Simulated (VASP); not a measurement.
# Ge (P6_3/mmc) in VASP: a series of runs

Ge is run at these levels: PBE; tasks: single point.

Everything below comes from runs of VASP 6.6.1. Logs are shortened: lines on timing, memory, paths and dates and some standing lists are left out, and cuts for length are marked.

### Step 1. The cell of the first run

The structure is hexagonal, space group P6_3/mmc (No. 194). Conventional cell: a = 3.998 Å, b = 3.998 Å, c = 6.797 Å, α = 90.00°, β = 90.00°, γ = 120.00°. Ge (site symmetry 3m) has 4 Ge at 2.46 to 2.54 Å within 3.2 Å.

This isn't the form of Ge at room conditions, which is diamond.

### Step 2. Single point, PBE (zz strain of +3 %)

Contents of INCAR:

```
SYSTEM = Ge
PREC     = Accurate       ! precision mode
ENCUT    = 520            ! plane-wave cutoff, eV
EDIFF    = 1E-7           ! SCF threshold, eV
ISMEAR   = -1             ! smearing method
SIGMA    = 0.05           ! smearing width, eV
LREAL    = .FALSE.        ! projectors in reciprocal space
LASPH    = .TRUE.         ! aspherical terms in the spheres
NELM     = 60             ! most SCF steps
ALGO     = Normal         ! electronic algorithm
ISIF     = 2              ! what is computed and relaxed
LWAVE    = .FALSE.        ! write WAVECAR
LCHARG   = .FALSE.        ! write CHGCAR
GGA      = PE             ! functional
NBANDS   = 36             ! bands
```

Contents of KPOINTS:

```
regular mesh
0
G
  11 11 6
  0 0 0
```

Contents of POSCAR:

```
Ge
1.0
    3.9975858431      0.0000000000      0.0000000000
   -1.9987929216      3.4620108940      0.0000000000
    0.0000000000      0.0000000000      6.7973592885
Ge
4
Direct
    0.6666666667      0.3333333333      0.0629012500
    0.3333333333      0.6666666667      0.5629012500
    0.6666666667      0.3333333333      0.4370987500
    0.3333333333      0.6666666667      0.9370987500
```

Potentials or basis: VASP PAW PBE potentials, release 64 (Ge_d).

Run with:

```bash
$ cat potpaw_PBE.64/Ge_d/POTCAR > POTCAR
$ mpirun -np 1 vasp_std > vasp.out
```

OUTCAR:

```text
SYSTEM = Ge
   PREC = Accurate
   ENCUT = 520
   EDIFF = 1E-7
   ISMEAR = -1
   LREAL = .FALSE.
   LASPH = .TRUE.
   NELM = 60
   ISIF = 2
   GGA = PE

 ion  position               nearest neighbor table
   1  0.667  0.333  0.063-   4 2.46   4 2.46   4 2.46   3 2.54
   2  0.333  0.667  0.563-   3 2.46   3 2.46   3 2.46   4 2.54
   3  0.667  0.333  0.437-   2 2.46   2 2.46   2 2.46   1 2.54
   4  0.333  0.667  0.937-   1 2.46   1 2.46   1 2.46   2 2.54

  LATTYP: Found a hexagonal cell.
 ALAT       =     3.9975858431
 C/A-ratio  =     1.7003660597

  Lattice vectors:

 A1 = (   3.9975858431,   0.0000000000,   0.0000000000)
 A2 = (  -1.9987929216,   3.4620108940,   0.0000000000)
 A3 = (   0.0000000000,   0.0000000000,   6.7973592885)

Analysis of symmetry for initial positions (statically):
=====================================================================
 Subroutine PRICEL returns:
 Original cell was already a primitive cell.

 Routine SETGRP: Setting up the symmetry group for a
 hexagonal supercell.

 Subroutine GETGRP returns: Found 24 space group operations
 (whereof 12 operations were pure point group operations)
 out of a pool of 24 trial point group operations.

The static configuration has the point symmetry D_3d.
 The point group associated with its full space group is D_6h.

Analysis of symmetry for dynamics (positions and initial velocities):
=====================================================================
 Subroutine PRICEL returns:
 Original cell was already a primitive cell.

 Routine SETGRP: Setting up the symmetry group for a
 hexagonal supercell.

 Subroutine GETGRP returns: Found 24 space group operations
 (whereof 12 operations were pure point group operations)
 out of a pool of 24 trial point group operations.

The dynamic configuration has the point symmetry D_3d.
 The point group associated with its full space group is D_6h.

 Subroutine INISYM returns: Found 24 space group operations
 (whereof 12 operations are pure point group operations),
 and found     1 'primitive' translations

----------------------------------------------------------------------------------------

                                     Primitive cell

  volume of cell :      94.0733

  direct lattice vectors                    reciprocal lattice vectors
     3.997585843  0.000000000  0.000000000     0.250150976  0.144424733  0.000000000
    -1.998792922  3.462010894  0.000000000     0.000000000  0.288849467  0.000000000
     0.000000000  0.000000000  6.797359289     0.000000000  0.000000000  0.147115955

  length of vectors
     3.997585843  3.997585843  6.797359289     0.288849467  0.288849467  0.147115955

  position of ions in fractional coordinates (direct lattice)
     0.666666667  0.333333333  0.062901250
     0.333333333  0.666666667  0.562901250
     0.666666667  0.333333333  0.437098750
     0.333333333  0.666666667  0.937098750

  ion indices of the primitive-cell ions
   primitive index   ion index
                 1           1
                 2           2
                 3           3
                 4           4

----------------------------------------------------------------------------------------

 KPOINTS: regular mesh

Automatic generation of k-mesh.
 Grid dimensions read from file:
 generate k-points for:   11   11    6

 Generating k-lattice:

  Cartesian coordinates                     Fractional coordinates (reciprocal lattice)
     0.022740998  0.013129521  0.000000000     0.090909091  0.000000000  0.000000000
     0.000000000  0.026259042  0.000000000     0.000000000  0.090909091  0.000000000
     0.000000000  0.000000000  0.024519326     0.000000000  0.000000000  0.166666667

  Length of vectors
     0.026259042  0.026259042  0.024519326

  Shift w.r.t. Gamma in fractional coordinates (k-lattice)
     0.000000000  0.000000000  0.000000000

 Subroutine IBZKPT returns following result:
 ===========================================

 Found     64 irreducible k-points:

 Following reciprocal coordinates:
            Coordinates               Weight
  0.000000  0.000000  0.000000      1.000000
  0.090909  0.000000  0.000000      6.000000
  0.181818  0.000000  0.000000      6.000000
  0.272727  0.000000  0.000000      6.000000
  0.363636  0.000000  0.000000      6.000000
  0.454545  0.000000  0.000000      6.000000
[... 16 lines left out ...]
  0.090909  0.090909  0.166667     12.000000
  0.181818  0.090909  0.166667     24.000000
 [... further k-points ...]
   k-points           NKPTS =     64   k-points in BZ     NKDIM =     64   number of bands    NBANDS=     36
   number of dos      NEDOS =    301   number of ions     NIONS =      4
   total plane-waves  NPLWV =  48600
   dimension x,y,z NGX =    30 NGY =   30 NGZ =   54
   dimension x,y,z NGXF=    60 NGYF=   60 NGZF=  108
   ions per type =               4
   NGX,Y,Z   is equivalent  to a cutoff of  12.48, 12.48, 13.21 a.u.
   NGXF,Y,Z  is equivalent  to a cutoff of  24.95, 24.95, 26.41 a.u.
 SYSTEM =  Ge
   PREC   = accura    normal or accurate (medium, high low for compatibility)
   ISTART =      0    job   : 0-new  1-cont  2-samecut
   ICHARG =      2    charge: 1-file 2-atom 10-const
   ISPIN  =      1    spin polarized calculation?
   LNONCOLLINEAR =      F non collinear calculations
   LSORBIT =      F    spin-orbit coupling
   LASPH  =      T    aspherical Exc in radial PAW
   ENCUT  =  520.0 eV  38.22 Ry    6.18 a.u.   7.43  7.43 12.64*2*pi/ulx,y,z
   NELM   =     60;   NELMIN=  2; NELMDL= -5     # of ELM steps
   EDIFF  = 0.1E-06   stopping-criterion for ELM
   LREAL  =      F    real-space projection
   EDIFFG = 0.1E-05   stopping-criterion for IOM
   NSW    =      0    number of steps for IOM
   IBRION =     -1    ionic relax: 0-MD 1-quasi-New 2-CG
   NFREE  =      0    steps in history (QN), initial steepest desc. (CG)
   ISIF   =      2    stress and relaxation
   ISYM   =      2    0-nonsym 1-usesym 2-fastsym
   POTIM  = 0.5000    time-step for ionic-motion
   TEBEG  =    0.0;   TEEND  =   0.0 temperature during run
   PSTRESS=    0.0 pullay stress
   NELECT =      56.0000    total number of electrons
   NUPDOWN=      -1.0000    fix difference up-down
   EMIN   =  10.00;   EMAX   =-10.00  energy-range for DOS
   EFERMI =   0.00;   METHOD = LEGACY
   ISMEAR =    -1;   SIGMA  =   0.05  broadening in eV -4-tet -1-fermi 0-gaus
   EFERMI_NEDOS =   21; number of points for ismear=-14 and -15
   IALGO  =     38    algorithm
   IMIX   =      4    mixing-type and parameters
     AMIX     =   0.40;   BMIX     =  1.00
     AMIX_MAG =   1.60;   BMIX_MAG =  1.00
  volume/ion in A,a.u.               =      23.52       158.71
  Fermi-wavevector in a.u.,A,eV,Ry     =   1.377152  2.602441 25.804114  1.896549
  Thomas-Fermi vector in A             =   2.502332
   LORBIT       =      0    0 simple, 1 ext, 2 COOP (PROOUT), +10 PAW based schemes
   GGA     = PE    functional components
   LHFCALC =     F    Hartree Fock is set to
   AEXX    =    0.0000 exact exchange contribution
   IVDW    =     0    specifies the selected vdW correction
   LEPSILON=     F    determine dielectric tensor
   LRPA    =     F    only Hartree local field effects (RPA)
 non-spin polarized calculation
  energy-cutoff  :      520.00
  volume of cell :       94.07
 maximum number of plane-waves:      2575
 NGX is ok and might be reduce to    30
   NGX = 15   NGY = 15   NGZ = 25

 number of electron      56.0000046 magnetization

 Free energy of the ion-electron system (eV)
  ---------------------------------------------------
  ext. energy  EPLUGINS =         0.00000000
  ---------------------------------------------------
  free energy    TOTEN  =       -17.97085420 eV

  energy without entropy =      -17.96973199  energy(sigma->0) =      -17.97029310

 E-fermi :   4.7490     XC(G=0):  -9.7424

 val. band max:        4.6428131552   @ k =   0.0000   0.0000   0.1667
 cond. band min:       4.7890225139   @ k =   0.0000   0.0000   0.0000
 fundamental gap:      0.1462093587
 Fermi energy:         4.7490265163

 k-point     1 :       0.0000    0.0000    0.0000
  band No.  band energies     occupation
      1     -20.1810      2.00000
      2     -20.1810      2.00000
      3     -20.1506      2.00000
      4     -20.1506      2.00000
      5     -20.1221      2.00000
      6     -20.1167      2.00000
[... 28 lines left out ...]
     35       9.1707      0.00000
     36      10.8546      0.00000

 k-point     2 :       0.0909    0.0000    0.0000
  band No.  band energies     occupation
      1     -20.1844      2.00000
      2     -20.1824      2.00000
      3     -20.1530      2.00000
      4     -20.1503      2.00000
      5     -20.1307      2.00000
      6     -20.1120      2.00000
[... 28 lines left out ...]
     35       9.5330      0.00000
     36      11.2963      0.00000

 k-point     3 :       0.1818    0.0000    0.0000
  band No.  band energies     occupation
      1     -20.1897      2.00000
      2     -20.1853      2.00000
      3     -20.1581      2.00000
      4     -20.1482      2.00000
      5     -20.1412      2.00000
      6     -20.1048      2.00000
[... 28 lines left out ...]
     35      10.4223      0.00000
     36      10.4540      0.00000
[... 742 lines left out ...]
 k-point    23 :       0.0909    0.0909    0.1667
  band No.  band energies     occupation
      1     -20.1858      2.00000
      2     -20.1838      2.00000
      3     -20.1600      2.00000
      4     -20.1517      2.00000
      5     -20.1350      2.00000
      6     -20.1111      2.00000
[... 28 lines left out ...]
     35      10.2429      0.00000
     36      11.1208      0.00000

 k-point    24 :       0.1818    0.0909    0.1667
  band No.  band energies     occupation
      1     -20.1887      2.00000
      2     -20.1869      2.00000
      3     -20.1657      2.00000
      4     -20.1488      2.00000
      5     -20.1408      2.00000
      6     -20.1047      2.00000
[... 28 lines left out ...]
     35      10.7679      0.00000
     36      11.3151      0.00000

 [... further k-points ...]

------------------------ aborting loop because EDIFF is reached ----------------------------------------

  FORCE on cell =-STRESS in cart. coord.  units (eV):
  Direction    XX          YY          ZZ          XY          YZ          ZX
  --------------------------------------------------------------------------------------
  -------------------------------------------------------------------------------------
  Total        1.4658783      1.4658783     -1.2759152     -0.0000000      0.0000000      0.0000000
  in kB       24.9656013     24.9656013    -21.7303103     -0.0000000      0.0000000      0.0000000
  external PRESSURE =       9.4002975 kB  Pullay stress =       0.0000000 kB

 VOLUME and BASIS-vectors are now :
 -----------------------------------------------------------------------------
  energy-cutoff  :      520.00
  volume of cell :       94.07
      direct lattice vectors                 reciprocal lattice vectors
     3.997585843  0.000000000  0.000000000     0.250150976  0.144424733  0.000000000
    -1.998792922  3.462010894  0.000000000     0.000000000  0.288849467  0.000000000
     0.000000000  0.000000000  6.797359289     0.000000000  0.000000000  0.147115955

 POSITION                                       TOTAL-FORCE (eV/Angst)
 -----------------------------------------------------------------------------------
      1.99879      1.15400      0.42756         0.000000      0.000000      0.229860
     -0.00000      2.30801      3.82624        -0.000000     -0.000000      0.229860
      1.99879      1.15400      2.97112         0.000000      0.000000     -0.229860
     -0.00000      2.30801      6.36980        -0.000000     -0.000000     -0.229860
 -----------------------------------------------------------------------------------
    total drift:                               -0.000000      0.000000     -0.000000

  FREE ENERGIE OF THE ION-ELECTRON SYSTEM (eV)
  ---------------------------------------------------
  free  energy   TOTEN  =       -17.9708541999 eV

  energy  without entropy=      -17.9697319909  energy(sigma->0) =      -17.97029310
```

Run time: 5.9 min. Hardware: 1 thread of Intel Xeon 8259CL, shared host; peak memory 0.3 GiB.

What came out:

| Quantity | Value |
| --- | --- |
| Free energy | -17.9709 eV |
| Pressure | 0.9 GPa |
| Largest force | 0.230 eV/Å |
| Band gap on the k mesh | zero (filled and empty bands touch) |

Forces on the atoms (eV/Å):
```
Ge   0.000  0.000  0.230
Ge   0.000  0.000  0.230
Ge   0.000  0.000 -0.230
Ge   0.000  0.000 -0.230
```

Stress tensor (GPa, compression positive):
```
 2.50  0.00  0.00
 0.00  2.50  0.00
 0.00  0.00 -2.17
```

Caveat: the cell differs from its parent crystal (zz strain of +3 %); semilocal functionals underestimate gaps, so a narrow gap can read as zero.

(Continued in part 2 of 2.)
